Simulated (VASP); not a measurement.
# TiRh (P4/mmm) in VASP: further runs, part 2 of 2

VASP 6.6.1. The steps go on from the part before.

## Step 4: Single point, LDA

This run uses another cell than the first one, of 14.95 Å³/atom, 1.111 times its volume.

File INCAR:

```
SYSTEM = TiRh
ALGO = Normal
EDIFF = 1E-6
ENCUT = 520
ISIF = 2
ISMEAR = -1
LASPH = .TRUE.
LCHARG = .FALSE.
LREAL = .FALSE.
LWAVE = .FALSE.
NBANDS = 20
NELM = 80
PREC = Accurate
SIGMA = 0.05
```

File KPOINTS:

```
k-points
0
G
  12 12 11
  0 0 0
```

File POSCAR:

```
TiRh
1.0
    2.9467532106      0.0000000000      0.0000000000
    0.0000000000      2.9467532106      0.0000000000
    0.0000000000      0.0000000000      3.4444387195
Ti Rh
1 1
Direct
    0.5000000000      0.5000000000      0.5000000000
    0.0000000000      0.0000000000      0.0000000000
```

Potentials or basis: VASP PAW LDA potentials, release 64 (Ti_sv, Rh_pv).

Launch:

```console
$ cat potpaw_LDA.64/Ti_sv/POTCAR potpaw_LDA.64/Rh_pv/POTCAR > POTCAR
$ mpirun -np 1 vasp_std > vasp.out
```

OUTCAR:

```text
SYSTEM = TiRh
   EDIFF = 1E-6
   ENCUT = 520
   ISIF = 2
   ISMEAR = -1
   LASPH = .TRUE.
   LREAL = .FALSE.
   NELM = 80
   PREC = Accurate

 ion  position               nearest neighbor table
   1  0.500  0.500  0.500-   2 2.70   2 2.70   2 2.70   2 2.70   2 2.70   2 2.70   2 2.70   2 2.70

   2  0.000  0.000  0.000-   1 2.70   1 2.70   1 2.70   1 2.70   1 2.70   1 2.70   1 2.70   1 2.70

  LATTYP: Found a simple tetragonal cell.
 ALAT       =     2.9467532106
 C/A-ratio  =     1.1688928367

  Lattice vectors:

 A1 = (   2.9467532106,   0.0000000000,   0.0000000000)
 A2 = (   0.0000000000,   2.9467532106,   0.0000000000)
 A3 = (   0.0000000000,   0.0000000000,   3.4444387195)

Analysis of symmetry for initial positions (statically):
=====================================================================
 Subroutine PRICEL returns:
 Original cell was already a primitive cell.

 Routine SETGRP: Setting up the symmetry group for a
 simple tetragonal supercell.

 Subroutine GETGRP returns: Found 16 space group operations
 (whereof 16 operations were pure point group operations)
 out of a pool of 16 trial point group operations.

The static configuration has the point symmetry D_4h.

Analysis of symmetry for dynamics (positions and initial velocities):
=====================================================================
 Subroutine PRICEL returns:
 Original cell was already a primitive cell.

 Routine SETGRP: Setting up the symmetry group for a
 simple tetragonal supercell.

 Subroutine GETGRP returns: Found 16 space group operations
 (whereof 16 operations were pure point group operations)
 out of a pool of 16 trial point group operations.

The dynamic configuration has the point symmetry D_4h.

 Subroutine INISYM returns: Found 16 space group operations
 (whereof 16 operations are pure point group operations),
 and found     1 'primitive' translations

[... 109 lines left out ...]
   ISMEAR =    -1;   SIGMA  =   0.05  broadening in eV -4-tet -1-fermi 0-gaus
   EFERMI_NEDOS =   21; number of points for ismear=-14 and -15
   IALGO  =     38    algorithm
   IMIX   =      4    mixing-type and parameters
     AMIX     =   0.40;   BMIX     =  1.00
     AMIX_MAG =   1.60;   BMIX_MAG =  1.00
  volume/ion in A,a.u.               =      14.95       100.92
  Fermi-wavevector in a.u.,A,eV,Ry     =   1.582198  2.989920 34.060139  2.503350
  Thomas-Fermi vector in A             =   2.682157
   LORBIT       =      0    0 simple, 1 ext, 2 COOP (PROOUT), +10 PAW based schemes
   GGA     = CA    functional components
   LHFCALC =     F    Hartree Fock is set to
   AEXX    =    0.0000 exact exchange contribution
   IVDW    =     0    specifies the selected vdW correction
   LEPSILON=     F    determine dielectric tensor
   LRPA    =     F    only Hartree local field effects (RPA)
 non-spin polarized calculation
  energy-cutoff  :      520.00
  volume of cell :       29.91
 maximum number of plane-waves:       829
 NGX is ok and might be reduce to    24
   NGX = 11   NGY = 11   NGZ = 13

 number of electron      27.0000000 magnetization

 Free energy of the ion-electron system (eV)
  ---------------------------------------------------
  ext. energy  EPLUGINS =         0.00000000
  ---------------------------------------------------
  free energy    TOTEN  =       -18.68826670 eV

  energy without entropy =      -18.66865021  energy(sigma->0) =      -18.67845846

 E-fermi :  10.3818     XC(G=0): -13.1746

 val. band max:       10.3798578425   @ k =   0.5000   0.0000   0.2727
 cond. band min:      10.3921260605   @ k =   0.1667   0.0833   0.2727
 fundamental gap:      0.0122682180
 Fermi energy:        10.3818185426

 k-point     1 :       0.0000    0.0000    0.0000
  band No.  band energies     occupation
      1     -46.3021      2.00000
      2     -36.0591      2.00000
      3     -36.0033      2.00000
      4     -36.0033      2.00000
      5     -22.8808      2.00000
      6     -22.7467      2.00000
[... 541 lines left out ...]
     19      14.7969      0.00000
     20      20.5450      0.00000

 [... further k-points ...]

------------------------ aborting loop because EDIFF is reached ----------------------------------------

  FORCE on cell =-STRESS in cart. coord.  units (eV):
  Direction    XX          YY          ZZ          XY          YZ          ZX
  --------------------------------------------------------------------------------------
  -------------------------------------------------------------------------------------
  Total       -2.2002618     -2.2002618     -2.1986148      0.0000000      0.0000000     -0.0000000
  in kB     -117.8633958   -117.8633958   -117.7751713      0.0000000      0.0000000     -0.0000000
  external PRESSURE =    -117.8339877 kB  Pullay stress =       0.0000000 kB

 VOLUME and BASIS-vectors are now :
 -----------------------------------------------------------------------------
  energy-cutoff  :      520.00
  volume of cell :       29.91
      direct lattice vectors                 reciprocal lattice vectors
     2.946753211  0.000000000  0.000000000     0.339356549  0.000000000  0.000000000
     0.000000000  2.946753211  0.000000000     0.000000000  0.339356549  0.000000000
     0.000000000  0.000000000  3.444438719     0.000000000  0.000000000  0.290323063

 POSITION                                       TOTAL-FORCE (eV/Angst)
 -----------------------------------------------------------------------------------
      1.47338      1.47338      1.72222         0.000000      0.000000      0.000000
      0.00000      0.00000      0.00000         0.000000      0.000000      0.000000
 -----------------------------------------------------------------------------------
    total drift:                                0.000000      0.000000     -0.000000

  FREE ENERGIE OF THE ION-ELECTRON SYSTEM (eV)
  ---------------------------------------------------
  free  energy   TOTEN  =       -18.6882667049 eV

  energy  without entropy=      -18.6686502083  energy(sigma->0) =      -18.67845846
```

stdout:

```text
POSCAR found type information on POSCAR TiRh
 POSCAR found :  2 types and       2 ions
 scaLAPACK will be used
 LDA part: xc-table for (Slater(with rela. corr.)+CA(PZ))
 , standard interpolation
 POSCAR, INCAR and KPOINTS ok, starting setup
 FFT: planning ... GRIDC
 FFT: planning ... GRID_SOFT
 FFT: planning ... GRID
 WAVECAR not read
 entering main loop
```

Run time: 89 s. Hardware: 1 thread of Intel Xeon Platinum 8259CL at 2.50GHz (Skylake/Cascade Lake), shared host; peak memory 0.21 GiB.

What came out:

| Quantity | Value |
| --- | --- |
| Free energy | -18.6883 eV |
| Pressure | -11.8 GPa |

Levels at points of the mesh, in eV from the Fermi level:
| k point | band 11 | band 12 | band 13 | band 14 | band 15 | band 16 |
| --- | --- | --- | --- | --- | --- | --- |
| (0.00, 0.00, 0.00) | -2.34 | -2.34 | -1.45 | 0.18 | 1.32 | 2.60 |
| (0.50, 0.00, 0.00) | -3.03 | -2.24 | -1.54 | -0.83 | -0.32 | 0.74 |
| (0.50, 0.50, 0.00) | -4.18 | -0.19 | 0.92 | 1.78 | 1.78 | 2.24 |

## Step 5: Relaxation of shape and atoms at fixed volume, LDA

This run uses another cell than the first one, of 5.98 Å³/atom, 0.444 times its volume.

File INCAR:

```
PREC = Accurate
ENCUT = 600
EDIFF = 1E-6
ISMEAR = -1
SIGMA = 0.05
LREAL = F
LASPH = T
NELM = 60
ALGO = Normal
ISIF = 4
LWAVE = F
LCHARG = F
IBRION = 2
NSW = 50
EDIFFG = -0.01
```

File KPOINTS:

```
Automatic mesh
0
Gamma
  12 12 11
```

File POSCAR:

```
TiRh
1.0
    2.2015772236      0.0000000000      0.0000000000
    0.0000000000      2.2015772236      0.0000000000
    0.0000000000      0.0000000000      2.4683011041
Ti Rh
1 1
Direct
    0.5000000000      0.5000000000      0.5000000000
    0.0000000000      0.0000000000      0.0000000000
```

Potentials or basis: VASP PAW LDA potentials, release 64 (Ti_sv, Rh_pv).

Launch:

```console
$ cat potpaw_LDA.64/Ti_sv/POTCAR potpaw_LDA.64/Rh_pv/POTCAR > POTCAR
$ mpirun -np 1 vasp_std > vasp.out
```

OUTCAR:

```text
PREC = Accurate
   ENCUT = 600
   EDIFF = 1E-6
   ISMEAR = -1
   LREAL = F
   LASPH = T
   NELM = 60
   ISIF = 4
   IBRION = 2
   NSW = 50
   EDIFFG = -0.01

 ion  position               nearest neighbor table
   1  0.500  0.500  0.500-   2 1.99   2 1.99   2 1.99   2 1.99   2 1.99   2 1.99   2 1.99   2 1.99

   2  0.000  0.000  0.000-   1 1.99   1 1.99   1 1.99   1 1.99   1 1.99   1 1.99   1 1.99   1 1.99

  LATTYP: Found a simple tetragonal cell.
 ALAT       =     2.2015772236
 C/A-ratio  =     1.1211512718

  Lattice vectors:

 A1 = (   2.2015772236,   0.0000000000,   0.0000000000)
 A2 = (   0.0000000000,   2.2015772236,   0.0000000000)
 A3 = (   0.0000000000,   0.0000000000,   2.4683011041)

Analysis of symmetry for initial positions (statically):
=====================================================================
[... 470 lines left out ...]

 E-fermi :  29.9281     XC(G=0): -19.1605

 val. band max:       29.9015256101   @ k =   0.2500   0.1667   0.1818
 cond. band min:      29.9541358255   @ k =   0.5000   0.0833   0.0000
 fundamental gap:      0.0526102154
 Fermi energy:        29.9281098340

 k-point     1 :       0.0000    0.0000    0.0000
  band No.  band energies     occupation
      1     -27.6369      2.00000
      2     -21.6802      2.00000
      3     -18.7931      2.00000
      4     -18.7931      2.00000
      5      -2.8625      2.00000
      6      -0.6917      2.00000
[... 457 lines left out ...]
      4     -20.1219      2.00000
      5      -5.2580      2.00000
      6      -4.1312      2.00000
[... 9 lines left out ...]
     16      36.7318      0.00000
     17      38.6584      0.00000

 [... further k-points ...]

------------------------ aborting loop because EDIFF is reached ----------------------------------------

  FORCE on cell =-STRESS in cart. coord.  units (eV):
  Direction    XX          YY          ZZ          XY          YZ          ZX
  --------------------------------------------------------------------------------------
  -------------------------------------------------------------------------------------
  Total       80.2841346     80.2841346     80.2853166      0.0000000      0.0000000     -0.0000000
  in kB    10751.6304386  10751.6304386  10751.7887337      0.0000000      0.0000000     -0.0000000
  external PRESSURE =   10751.6832037 kB  Pullay stress =       0.0000000 kB
[... 17 lines left out ...]
  FREE ENERGIE OF THE ION-ELECTRON SYSTEM (eV)
  ---------------------------------------------------
  free  energy   TOTEN  =         7.8038100993 eV

  energy  without entropy=        7.8094957392  energy(sigma->0) =        7.80665292

 reached required accuracy - stopping structural energy minimisation
```

CONTCAR:

```text
TiRh
   1.00000000000000
     2.0719087024137703   -0.0000000000000000   -0.0000000000000001
     0.0000000000000000    2.0719087024137641    0.0000000000000000
    -0.0000000000000000    0.0000000000000000    2.7869216257855194
  Ti              Rh
     1     1
Direct
     0.5000000000000000    0.5000000000000000    0.5000000000000000
     0.0000000000000000    0.0000000000000000    0.0000000000000000

  0.00000000E+00  0.00000000E+00  0.00000000E+00
  0.00000000E+00  0.00000000E+00  0.00000000E+00
```

Run time: 3.7 min. Hardware: 1 thread of Intel Xeon Platinum 8259CL at 2.50GHz (Skylake/Cascade Lake), shared host; peak memory 0.16 GiB.

The run converged, but its numbers aren't listed here, since they failed a check.
